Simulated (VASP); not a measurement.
# Ge (P6_3/mmc) in VASP: further runs

Ge is run at these levels: PBEsol; tasks: single point.

Program: VASP 6.6.1. These are calculated values, not measurements. Logs are shortened: lines on timing, memory, paths and dates and some standing lists are left out, and cuts for length are marked.

## 1. The cell of the first run

The structure is hexagonal, space group P6_3/mmc (No. 194). The conventional cell has a = 3.022 Å, b = 3.022 Å, c = 4.724 Å, α = 90.00°, β = 90.00°, γ = 120.00°. Ge (site symmetry -6m2) has 12 Ge at 2.94 to 3.02 Å within 3.9 Å.

## 2. Single point, PBEsol

Input file INCAR:

```
ALGO     = Normal         # electronic algorithm
EDIFF    = 1E-6           # SCF threshold, eV
ENCUT    = 500            # plane-wave cutoff, eV
GGA      = PS             # functional
GGA_COMPAT= F            
ISIF     = 2              # what is computed and relaxed
ISMEAR   = -1             # smearing method
LASPH    = T              # aspherical terms in the spheres
LCHARG   = F              # write CHGCAR
LREAL    = F              # projectors in reciprocal space
LWAVE    = F              # write WAVECAR
NBANDS   = 21             # bands
NELM     = 120            # most SCF steps
PREC     = Accurate       # precision mode
SIGMA    = 0.02           # smearing width, eV
```

Input file KPOINTS:

```
k-points
0
Gamma
  7 7 4
```

Input file POSCAR:

```
Ge
1.0
    3.0215805905      0.0000000000      0.0000000000
   -1.5107902952      2.6167655509      0.0000000000
    0.0000000000      0.0000000000      4.7242408624
Ge
2
Direct
    0.3333333333      0.6666666667      0.2500000000
    0.6666666667      0.3333333333      0.7500000000
```

Potentials or basis: VASP PAW PBE potentials, release 64 (Ge_d).

On the command line:

```sh
$ cat potpaw_PBE.64/Ge_d/POTCAR > POTCAR
$ mpirun -np 1 vasp_std > vasp.out
```

OUTCAR:

```text
EDIFF = 1E-6
   ENCUT = 500
   GGA = PS
   ISIF = 2
   ISMEAR = -1
   LASPH = T
   LREAL = F
   NELM = 120
   PREC = Accurate

 ion  position               nearest neighbor table
   1  0.333  0.667  0.250-
   2  0.667  0.333  0.750-

  LATTYP: Found a hexagonal cell.
 ALAT       =     3.0215805905
 C/A-ratio  =     1.5634998706

  Lattice vectors:

 A1 = (   3.0215805905,   0.0000000000,   0.0000000000)
 A2 = (  -1.5107902952,   2.6167655509,   0.0000000000)
 A3 = (   0.0000000000,   0.0000000000,   4.7242408624)

Analysis of symmetry for initial positions (statically):
=====================================================================
 Subroutine PRICEL returns:
 Original cell was already a primitive cell.

 Routine SETGRP: Setting up the symmetry group for a
 hexagonal supercell.

 Subroutine GETGRP returns: Found 24 space group operations
 (whereof 12 operations were pure point group operations)
 out of a pool of 24 trial point group operations.

The static configuration has the point symmetry D_3d.
 The point group associated with its full space group is D_6h.

Analysis of symmetry for dynamics (positions and initial velocities):
=====================================================================
 Subroutine PRICEL returns:
 Original cell was already a primitive cell.

 Routine SETGRP: Setting up the symmetry group for a
 hexagonal supercell.

 Subroutine GETGRP returns: Found 24 space group operations
 (whereof 12 operations were pure point group operations)
 out of a pool of 24 trial point group operations.

The dynamic configuration has the point symmetry D_3d.
 The point group associated with its full space group is D_6h.

 Subroutine INISYM returns: Found 24 space group operations
 (whereof 12 operations are pure point group operations),
 and found     1 'primitive' translations

----------------------------------------------------------------------------------------

                                     Primitive cell

  volume of cell :      37.3535

  direct lattice vectors                    reciprocal lattice vectors
     3.021580591  0.000000000  0.000000000     0.330952616  0.191075582  0.000000000
    -1.510790295  2.616765551  0.000000000     0.000000000  0.382151164  0.000000000
     0.000000000  0.000000000  4.724240862     0.000000000  0.000000000  0.211674220

  length of vectors
     3.021580591  3.021580590  4.724240862     0.382151164  0.382151164  0.211674220

  position of ions in fractional coordinates (direct lattice)
     0.333333333  0.666666667  0.250000000
     0.666666667  0.333333333  0.750000000

  ion indices of the primitive-cell ions
   primitive index   ion index
                 1           1
                 2           2

----------------------------------------------------------------------------------------

 KPOINTS: k-points

Automatic generation of k-mesh.
 Grid dimensions read from file:
 generate k-points for:    7    7    4

 Generating k-lattice:

  Cartesian coordinates                     Fractional coordinates (reciprocal lattice)
     0.047278945  0.027296512  0.000000000     0.142857143  0.000000000  0.000000000
     0.000000000  0.054593023  0.000000000     0.000000000  0.142857143  0.000000000
     0.000000000  0.000000000  0.052918555     0.000000000  0.000000000  0.250000000

  Length of vectors
     0.054593023  0.054593023  0.052918555

  Shift w.r.t. Gamma in fractional coordinates (k-lattice)
     0.000000000  0.000000000  0.000000000

 Subroutine IBZKPT returns following result:
 ===========================================

 Found     24 irreducible k-points:

 Following reciprocal coordinates:
            Coordinates               Weight
  0.000000  0.000000  0.000000      1.000000
  0.142857  0.000000  0.000000      6.000000
  0.285714 -0.000000  0.000000      6.000000
  0.428571  0.000000  0.000000      6.000000
  0.142857  0.142857  0.000000      6.000000
  0.285714  0.142857  0.000000     12.000000
[... 16 lines left out ...]
  0.428571  0.142857  0.500000      6.000000
  0.285714  0.285714  0.500000      6.000000
   k-points           NKPTS =     24   k-points in BZ     NKDIM =     24   number of bands    NBANDS=     21
   number of dos      NEDOS =    301   number of ions     NIONS =      2
   total plane-waves  NPLWV =  20736
   dimension x,y,z NGX =    24 NGY =   24 NGZ =   36
   dimension x,y,z NGXF=    48 NGYF=   48 NGZF=   72
   ions per type =               2
   NGX,Y,Z   is equivalent  to a cutoff of  13.20, 13.20, 12.67 a.u.
   NGXF,Y,Z  is equivalent  to a cutoff of  26.41, 26.41, 25.34 a.u.
 SYSTEM =  unknown system
   PREC   = accura    normal or accurate (medium, high low for compatibility)
   ISTART =      0    job   : 0-new  1-cont  2-samecut
   ICHARG =      2    charge: 1-file 2-atom 10-const
   ISPIN  =      1    spin polarized calculation?
   LNONCOLLINEAR =      F non collinear calculations
   LSORBIT =      F    spin-orbit coupling
   LASPH  =      T    aspherical Exc in radial PAW
   ENCUT  =  500.0 eV  36.75 Ry    6.06 a.u.   5.51  5.51  8.61*2*pi/ulx,y,z
   NELM   =    120;   NELMIN=  2; NELMDL= -5     # of ELM steps
   EDIFF  = 0.1E-05   stopping-criterion for ELM
   LREAL  =      F    real-space projection
   EDIFFG = 0.1E-04   stopping-criterion for IOM
   NSW    =      0    number of steps for IOM
   IBRION =     -1    ionic relax: 0-MD 1-quasi-New 2-CG
   NFREE  =      0    steps in history (QN), initial steepest desc. (CG)
   ISIF   =      2    stress and relaxation
   ISYM   =      2    0-nonsym 1-usesym 2-fastsym
   POTIM  = 0.5000    time-step for ionic-motion
   TEBEG  =    0.0;   TEEND  =   0.0 temperature during run
   PSTRESS=    0.0 pullay stress
   NELECT =      28.0000    total number of electrons
   NUPDOWN=      -1.0000    fix difference up-down
   EMIN   =  10.00;   EMAX   =-10.00  energy-range for DOS
   EFERMI =   0.00;   METHOD = LEGACY
   ISMEAR =    -1;   SIGMA  =   0.02  broadening in eV -4-tet -1-fermi 0-gaus
   EFERMI_NEDOS =   21; number of points for ismear=-14 and -15
   IALGO  =     38    algorithm
   IMIX   =      4    mixing-type and parameters
     AMIX     =   0.40;   BMIX     =  1.00
     AMIX_MAG =   1.60;   BMIX_MAG =  1.00
  volume/ion in A,a.u.               =      18.68       126.04
  Fermi-wavevector in a.u.,A,eV,Ry     =   1.487135  2.810278 30.090258  2.211572
  Thomas-Fermi vector in A             =   2.600334
   LORBIT       =      0    0 simple, 1 ext, 2 COOP (PROOUT), +10 PAW based schemes
   GGA     = PS    functional components
   LHFCALC =     F    Hartree Fock is set to
   AEXX    =    0.0000 exact exchange contribution
   IVDW    =     0    specifies the selected vdW correction
   LEPSILON=     F    determine dielectric tensor
   LRPA    =     F    only Hartree local field effects (RPA)
 non-spin polarized calculation
  energy-cutoff  :      500.00
  volume of cell :       37.35
 maximum number of plane-waves:       978
 NGX is ok and might be reduce to    24
   NGX = 11   NGY = 11   NGZ = 17

 number of electron      28.0000024 magnetization

 Free energy of the ion-electron system (eV)
  ---------------------------------------------------
  ext. energy  EPLUGINS =         0.00000000
  ---------------------------------------------------
  free energy    TOTEN  =        -9.28966430 eV

  energy without entropy =       -9.28898551  energy(sigma->0) =       -9.28932490

 E-fermi :   6.6265     XC(G=0): -11.4857

 val. band max:        6.5958523046   @ k =   0.4286   0.0000   0.0000
 cond. band min:       6.7132196893   @ k =   0.4286   0.1429   0.0000
 fundamental gap:      0.1173673847
 Fermi energy:         6.6265001127

 k-point     1 :       0.0000    0.0000    0.0000
  band No.  band energies     occupation
      1     -17.8705      2.00000
      2     -17.8649      2.00000
      3     -17.8649      2.00000
      4     -17.8563      2.00000
      5     -17.8562      2.00000
      6     -17.8562      2.00000
[... 13 lines left out ...]
     20      19.3538      0.00000
     21      20.6698      0.00000

 k-point     2 :       0.1429    0.0000    0.0000
  band No.  band energies     occupation
      1     -17.8824      2.00000
      2     -17.8654      2.00000
      3     -17.8511      2.00000
      4     -17.8508      2.00000
      5     -17.8498      2.00000
      6     -17.8485      2.00000
[... 13 lines left out ...]
     20      20.2487      0.00000
     21      20.4259      0.00000

 k-point     3 :       0.2857   -0.0000    0.0000
  band No.  band energies     occupation
      1     -17.9053      2.00000
      2     -17.8687      2.00000
      3     -17.8638      2.00000
      4     -17.8636      2.00000
      5     -17.8324      2.00000
      6     -17.8161      2.00000
[... 13 lines left out ...]
     20      18.6617      0.00000
     21      20.1010      0.00000

 k-point     4 :       0.4286    0.0000    0.0000
  band No.  band energies     occupation
      1     -17.9213      2.00000
      2     -17.8851      2.00000
      3     -17.8732      2.00000
      4     -17.8666      2.00000
      5     -17.8172      2.00000
      6     -17.8134      2.00000
[... 13 lines left out ...]
     20      17.8859      0.00000
     21      19.4148      0.00000

 k-point     5 :       0.1429    0.1429    0.0000
  band No.  band energies     occupation
      1     -17.8805      2.00000
      2     -17.8791      2.00000
      3     -17.8666      2.00000
      4     -17.8569      2.00000
      5     -17.8389      2.00000
      6     -17.8292      2.00000
[... 13 lines left out ...]
     20      17.6645      0.00000
     21      18.5542      0.00000
[... 382 lines left out ...]
     20      18.1703      0.00000
     21      20.6920      0.00000

 k-point    22 :       0.2857    0.1429    0.5000
  band No.  band energies     occupation
      1     -17.8869      2.00000
      2     -17.8869      2.00000
      3     -17.8613      2.00000
      4     -17.8613      2.00000
      5     -17.8277      2.00000
      6     -17.8277      2.00000
[... 13 lines left out ...]
     20      17.7289      0.00000
     21      19.5211      0.00000

 k-point    23 :       0.4286    0.1429    0.5000
  band No.  band energies     occupation
      1     -17.8874      2.00000
      2     -17.8874      2.00000
      3     -17.8685      2.00000
      4     -17.8685      2.00000
      5     -17.8265      2.00000
      6     -17.8265      2.00000
[... 13 lines left out ...]
     20      17.1285      0.00000
     21      18.0036      0.00000

 k-point    24 :       0.2857    0.2857    0.5000
  band No.  band energies     occupation
      1     -17.8818      2.00000
      2     -17.8818      2.00000
      3     -17.8429      2.00000
      4     -17.8429      2.00000
      5     -17.8324      2.00000
      6     -17.8324      2.00000
[... 13 lines left out ...]
     20      18.0552      0.00000
     21      19.5361      0.00000

------------------------ aborting loop because EDIFF is reached ----------------------------------------

  FORCE on cell =-STRESS in cart. coord.  units (eV):
  Direction    XX          YY          ZZ          XY          YZ          ZX
  --------------------------------------------------------------------------------------
  -------------------------------------------------------------------------------------
  Total       -0.0185038     -0.0185038     -0.0244637     -0.0000000     -0.0000000      0.0000000
  in kB       -0.7936722     -0.7936722     -1.0493032     -0.0000000     -0.0000000      0.0000000
  external PRESSURE =      -0.8788825 kB  Pullay stress =       0.0000000 kB

 VOLUME and BASIS-vectors are now :
 -----------------------------------------------------------------------------
  energy-cutoff  :      500.00
  volume of cell :       37.35
      direct lattice vectors                 reciprocal lattice vectors
     3.021580591  0.000000000  0.000000000     0.330952616  0.191075582  0.000000000
    -1.510790295  2.616765551  0.000000000     0.000000000  0.382151164  0.000000000
     0.000000000  0.000000000  4.724240862     0.000000000  0.000000000  0.211674220

 POSITION                                       TOTAL-FORCE (eV/Angst)
 -----------------------------------------------------------------------------------
     -0.00000      1.74451      1.18106         0.000000     -0.000000      0.000000
      1.51079      0.87226      3.54318        -0.000000      0.000000      0.000000
 -----------------------------------------------------------------------------------
    total drift:                                0.000000     -0.000000      0.000000

  FREE ENERGIE OF THE ION-ELECTRON SYSTEM (eV)
  ---------------------------------------------------
  free  energy   TOTEN  =        -9.2896643003 eV

  energy  without entropy=       -9.2889855080  energy(sigma->0) =       -9.28932490
```

Wall time 7.5 s (1 thread of Intel Xeon 6975P-C, shared host); peak memory 0.15 GiB.

What came out:

```yaml
Free_energy: -9.2897 eV
Pressure: -0.1 GPa
Band_gap_on_the_k_mesh: zero (band 14 reaches 13.33 eV, above the bottom of band 15 at 5.14 eV)
```

Caveat: the PAW data sets were made with another functional, which shifts forces and pressure a little.

(Part 1 of 2 ends here.)
